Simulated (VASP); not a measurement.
Here is a VASP 6.6.1 calculation.

Contents of INCAR:

```
PREC = Accurate ; ENCUT = 520
EDIFF = 1E-6 ; ISMEAR = 0
SIGMA = 0.1 ; LREAL = False
LASPH = True ; NELM = 150
ALGO = Fast ; ISIF = 2
LWAVE = False ; LCHARG = True
ISPIN = 2 ; MAGMOM = 4
LORBIT = 11 ; LMAXMIX = 4
GGA = PE ; LELF = True
LVHAR = True ; NBANDS = 14
```

KPOINTS

```
regular mesh
0
Gamma
  8 8 8
```

POSCAR

```
Fe
1.0
    0.0000000000      1.8277755852      1.8277755852
    1.8277755852      0.0000000000      1.8277755852
    1.8277755852      1.8277755852      0.0000000000
Fe
1
Direct
    0.0000000000      0.0000000000      0.0000000000
```

Potentials or basis: VASP PAW PBE potentials, release 64 (Fe).

Run with:

```console
$ cat potpaw_PBE.64/Fe/POTCAR > POTCAR
$ mpirun -np 1 vasp_std > vasp.out
```

Q: What does it give for the net moment?

A: 2.70 μB per cell.

Q: What does it give for the pressure?

A: -0.6 GPa.

Q: Estimate the site moments.

A: Fe +2.69 μB.

Caveat: the k points lie up to 0.37 Å⁻¹ apart.
